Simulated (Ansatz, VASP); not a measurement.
SnO2: VASP beside Ansatz

```xyz
6
Lattice="4.6406 0.0000 0.0000 0.0000 4.6406 0.0000 0.0000 0.0000 3.1214" Properties=species:S:1:pos:R:3 pbc="T T T"
Sn    0.0000    0.0000    0.0000
Sn    2.3203    2.3203    1.5607
O     1.4183    1.4183    0.0000
O     0.9020    3.7386    1.5607
O     3.2224    3.2224    0.0000
O     3.7386    0.9020    1.5607
```

Change from the starting cell: volume scaled by 0.94.

Alike in both runs: task single point; functional LDA; k mesh 4 × 4 × 6; occupations fermi-dirac, width 0.03 eV; no spin polarisation.

|  | VASP | Ansatz |
| --- | --- | --- |
| version | VASP 6.6.1 | Ansatz 0.2.0 |
| potentials or method | VASP PAW LDA potentials, release 64 (Sn_d, O), cutoff 520 eV | all-electron LAPW, scalar-relativistic |

Ansatz gave:

* gap on the k mesh at the Fermi level (eV): 1.86
* pressure (GPa): 14.3
* traceless stress, the component that is largest in VASP (GPa): 3.21
* rms of the force components (eV/Å): 0.073

Question: What did VASP give for the same quantities?

Answer: gap on the k mesh at the Fermi level (eV): 1.90; pressure (GPa): 15.5; traceless stress, the component that is largest in VASP (GPa): 3.55; rms of the force components (eV/Å): 0.086.

LDA's correlation is that of Perdew and Zunger in VASP and of Perdew and Wang (1992) in Ansatz. Atom by atom the forces differ by 0.013 eV/Å (rms over components). Ansatz ran all-electron here, and VASP with PAW potentials.
